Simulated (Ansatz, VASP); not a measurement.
**CdH2O2 in VASP and in Ansatz**

File INCAR:

```
PREC     = Accurate       # precision mode
ENCUT    = 700            # plane-wave cutoff, eV
EDIFF    = 1E-6           # SCF threshold, eV
ISMEAR   = 0              # smearing method
SIGMA    = 0.01           # smearing width, eV
LREAL    = False          # projectors in reciprocal space
LASPH    = True           # aspherical terms in the spheres
NELM     = 120            # most SCF steps
ALGO     = Normal         # electronic algorithm
ISIF     = 2              # what is computed and relaxed
LWAVE    = False          # write WAVECAR
LCHARG   = False          # write CHGCAR
GGA      = PS             # functional
NBANDS   = 25             # bands
GGA_COMPAT= False
```

KPOINTS

```
Automatic mesh
0
Gamma
  6 6 4
```

POSCAR

```
CdH2O2
1.0
    3.4919351280      0.0000000000      0.0000000000
   -1.7459625976      3.0240962971      0.0000000000
    0.0000000000      0.0000000000      4.6118181215
Cd H O
1 2 2
Direct
    0.0000000000      0.0000000000      0.0000000000
    0.6666666667      0.3333333333      0.5509600000
    0.3333333333      0.6666666667      0.4490400000
    0.6666666667      0.3333333333      0.7593700000
    0.3333333333      0.6666666667      0.2406300000
```

Input for Ansatz:

```yaml
crystal:
  lattice:
    - [3.4919351279989703, 0.0, 0.0]
    - [-1.7459625975575432, 3.024096297072335, 0.0]
    - [0.0, 0.0, 4.611818121477176]
  atoms:
    - { symbol: Cd, position: [0.0, 0.0, 0.0] }
    - { symbol: H, position: [0.6666666666666666, 0.3333333333333333, 0.55096] }
    - { symbol: H, position: [0.3333333333333333, 0.6666666666666666, 0.44904] }
    - { symbol: O, position: [0.6666666666666666, 0.3333333333333333, 0.75937] }
    - { symbol: O, position: [0.3333333333333333, 0.6666666666666666, 0.24063] }
basis:
  ecutwfc: 450.0
kpoints:
  mp_grid:
    grid: [6, 6, 4]
hamiltonian:
  xc: pbesol
scf:
  occupations:
    method: fixed
output:
  stress: true
```

Alike in both runs: task single point; functional PBEsol; k mesh 6 × 6 × 4; no spin polarisation.

```csv
,VASP,Ansatz
version,VASP 6.6.1,Ansatz 0.2.0
potentials or method,"VASP PAW PBE potentials, release 64 (Cd_sv_GW, H, O), cutoff 700 eV","plane waves, PAW"
occupations,"gaussian, width 0.01 eV",fixed
valence electrons in the cell,34,34
```

|  | VASP | Ansatz | Ansatz less VASP |
| --- | --- | --- | --- |
| pressure (GPa) | 1.8 | 1.8 | -0.02 |
| traceless stress, the component that is largest in VASP (GPa) | 3.52 | 2.84 | -0.680 |

VASP's potentials were made for PBE, not for PBEsol. Ansatz's warnings: structure snapped to symmetry.
